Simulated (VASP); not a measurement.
Ta4Ga:

```
Ta Ga
1.0
    -2.75554    2.75554    2.75554
     2.75554   -2.75554    2.75554
     2.75554    2.75554   -2.75554
Ta Ga
4 1
Direct
  0.00000 0.00000 0.50000
  0.00000 0.50000 0.00000
  0.50000 0.00000 0.00000
  0.50000 0.50000 0.50000
  0.00000 0.00000 0.00000
```

```yaml
Program: VASP 6.6.1
Task: relaxation of cell and atoms
Functional: PBE
Potentials_or_basis: VASP PAW PBE potentials, release 64 (Ta_pv, Ga_d)
Cutoff: 600 eV
k_mesh: 4 × 4 × 4
Occupations: gaussian, width 0.1 eV
Spin: no spin polarisation
```

At the start: pressure 47.7 GPa; volume 16.74 Å³/atom.

Question: Where does the relaxation end?

Answer: Over 5 steps the energy falls by 499.8 meV/atom and the volume is 20.77 Å³/atom (+24.1 %); space group Im-3m (No. 229, to 0.05 Å).

The path:
```
step  energy change (eV)  largest force (eV/Å)  pressure (GPa)  volume (Å³)
   1              0.0000                0.0000           47.65        83.69
   2              3.7387                0.0000          -24.45       159.64
   3             -2.4619                0.0000           -3.88       106.87
   4             -2.4971                0.0000           -0.91       104.53
   5             -2.4990                0.0000            0.02       103.85
```

Final structure:
```
Ta Ga
1.0
    -2.96108    2.96108    2.96108
     2.96108   -2.96108    2.96108
     2.96108    2.96108   -2.96108
Ta Ga
4 1
Direct
  0.00000 0.00000 0.50000
  0.00000 0.50000 0.00000
  0.50000 0.00000 0.00000
  0.50000 0.50000 0.50000
  0.00000 0.00000 0.00000
```

Caveat: the k points lie up to 0.38 Å⁻¹ apart in the final cell; the volume moved by over 15 % at a fixed basis, so the end points are rough.
